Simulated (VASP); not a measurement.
# ZnSe (F-43m) in VASP: notebook, part 3 of 3

VASP 6.6.1.

**5. Vibrations by perturbation theory, PBEsol**

This run uses another cell than the first one, of 21.17 Å³/atom, 1.111 times its volume.

File INCAR:

```
SYSTEM = ZnSe
  ALGO = Normal
  EDIFF = 1E-8
  ENCUT = 520
  GGA = PS
  IBRION = 8
  ISIF = 2
  ISMEAR = 0
  LASPH = .True.
  LCHARG = .False.
  LREAL = .False.
  LWAVE = .False.
  NBANDS = 16
  NELM = 100
  NSW = 1
  PREC = Accurate
  SIGMA = 0.01
```

File KPOINTS:

```
k-points
0
Gamma
  8 8 8
  0 0 0
```

File POSCAR:

```
ZnSe
1.0
    2.7662892562      2.7662892562      0.0000000000
   -2.7662892562      2.7662892562      0.0000000000
    0.0000000000      2.7662892562      2.7662892562
Zn Se
1 1
Direct
    0.0000000000      0.0000000000      0.0000000000
    0.7500000000      0.2500000000      0.5000000000
```

Potentials or basis: VASP PAW PBE potentials, release 64 (Zn, Se).

Started as:

```bash
$ cat potpaw_PBE.64/Zn/POTCAR potpaw_PBE.64/Se/POTCAR > POTCAR
$ mpirun -np 1 vasp_std > vasp.out
```

OUTCAR:

```text
SYSTEM = ZnSe
   EDIFF = 1E-8
   ENCUT = 520
   GGA = PS
   IBRION = 8
   ISIF = 2
   ISMEAR = 0
   LASPH = .True.
   LREAL = .False.
   NELM = 100
   NSW = 1
   PREC = Accurate

 ion  position               nearest neighbor table
   1  0.000  0.000  0.000-   2 2.40   2 2.40   2 2.40   2 2.40
   2  0.750  0.250  0.500-   1 2.40   1 2.40   1 2.40   1 2.40

  LATTYP: Found a face centered cubic cell.
 ALAT       =     5.5325785124
[... 714 lines left out ...]
 ------------------------------------
               1X          1Y          1Z          2X          2Y          2Z
  1X    -6.983612    0.000000   -0.000000    6.983612   -0.000000    0.000000
  1Y    -0.000000   -6.983612    0.000000    0.000000    6.983612   -0.000000
  1Z    -0.000000    0.000000   -6.983612    0.000000   -0.000000    6.983612
  2X     6.981518    0.000000    0.000000   -6.981518    0.000000    0.000000
  2Y     0.000000    6.981518    0.000000    0.000000   -6.981518    0.000000
  2Z     0.000000    0.000000    6.981518    0.000000    0.000000   -6.981518

 Eigenvectors and eigenvalues of the dynamical matrix
 ----------------------------------------------------

   1 f  =    6.907334 THz    43.400058 2PiTHz  230.403851 cm-1    28.566424 meV
             X         Y         Z           dx          dy          dz
      0.000000  0.000000  0.000000     0.261762    0.691780   -0.000000
      1.383145  4.149434  1.383145    -0.238173   -0.629441   -0.000000
[... 21 lines left out ...]
   6 f/i=    0.000515 THz     0.003238 2PiTHz    0.017190 cm-1     0.002131 meV
             X         Y         Z           dx          dy          dz
      0.000000  0.000000  0.000000     0.330448    0.509977   -0.289223
      1.383145  4.149434  1.383145     0.363175    0.560484   -0.317867

--------------------------------------------------------------------------------------------------------

 ELASTIC MODULI CONTR FROM IONIC RELAXATION (kBar)
 Direction    XX          YY          ZZ          XY          YZ          ZX
 --------------------------------------------------------------------------------
 XX          -0.0000      0.0000      0.0000      0.0000     -0.0000      0.0000
 YY           0.0000     -0.0000     -0.0000      0.0000      0.0000     -0.0000
 ZZ           0.0000     -0.0000     -0.0000     -0.0000      0.0000      0.0000
 XY           0.0000      0.0000     -0.0000   -325.9584      0.0000      0.0000
 YZ          -0.0000      0.0000      0.0000      0.0000   -325.9584      0.0000
 ZX           0.0000     -0.0000      0.0000     -0.0000      0.0000   -325.9584
 --------------------------------------------------------------------------------
```

OSZICAR:

```text
N       E                     dE             d eps       ncg     rms          rms(c)
DAV:   1     0.856012787071E+02    0.85601E+02   -0.87019E+03   928   0.130E+03
DAV:   2    -0.174650641832E+01   -0.87348E+02   -0.81618E+02  1032   0.250E+02
DAV:   3    -0.700960379186E+01   -0.52631E+01   -0.52427E+01  1128   0.602E+01
DAV:   4    -0.705101802671E+01   -0.41414E-01   -0.41409E-01  1152   0.569E+00
[... 38 lines left out ...]
RMM:   8    -0.819754970529E-01   -0.20832E-05   -0.80436E-08  5707   0.216E-04    0.419E-05
RMM:   9    -0.819755270032E-01   -0.29950E-07   -0.32352E-08  5444   0.827E-05    0.828E-06
RMM:  10    -0.819754526416E-01    0.74362E-07   -0.78910E-09  5574   0.155E-05    0.409E-06
RMM:  11    -0.819754631147E-01   -0.10473E-07   -0.34237E-09  5236   0.667E-06    0.194E-06
RMM:  12    -0.819754674590E-01   -0.43443E-08   -0.98870E-10  4139   0.207E-06    0.227E-07
 Linear response finished
```

stdout:

```text
POSCAR found type information on POSCAR ZnSe
 POSCAR found :  2 types and       2 ions
 scaLAPACK will be used
 -----------------------------------------------------------------------------
|                                                                             |
|                                                                             |
|     You enforced a specific xc type in the INCAR file but a different       |
|     I HOPE YOU KNOW WHAT YOU ARE DOING!                                     |
|                                                                             |
 -----------------------------------------------------------------------------

 LDA part: xc-table for (Slater+PW92), standard interpolation
 POSCAR, INCAR and KPOINTS ok, starting setup
 FFT: planning ... GRIDC
 FFT: planning ... GRID_SOFT
 FFT: planning ... GRID
 WAVECAR not read
 entering main loop
 Linear response reoptimize wavefunctions to high precision
 Linear response DOF=           2
 Linear response progress:
 first order change of Fermi-energy   0.10164E-03
 force on displaced ion       1 direction 1 :  -6.984  -0.000   0.000
 Linear response progress:
 first order change of Fermi-energy  -0.60061E-03
 force on displaced ion       2 direction 1 :  -6.982   0.000  -0.000
 Linear response finished
```

Wall time 2.2 min (1 thread of Intel Xeon Platinum 8488C (Sapphire Rapids), shared host); peak memory 0.29 GiB.

Results:

| Property | Result |
| --- | --- |
| Highest phonon frequency at Γ, LO-TO splitting left out | 230 cm⁻¹ |

Phonon frequencies in cm⁻¹ (negative: imaginary):
```csv
q point,frequencies
"(0.000, 0.000, 0.000)",0 0 0 230 230 230
```

Caveat: the cell wasn't relaxed at this level first, which shifts response properties; the PAW data sets were made with another functional, which shifts forces and pressure a little.
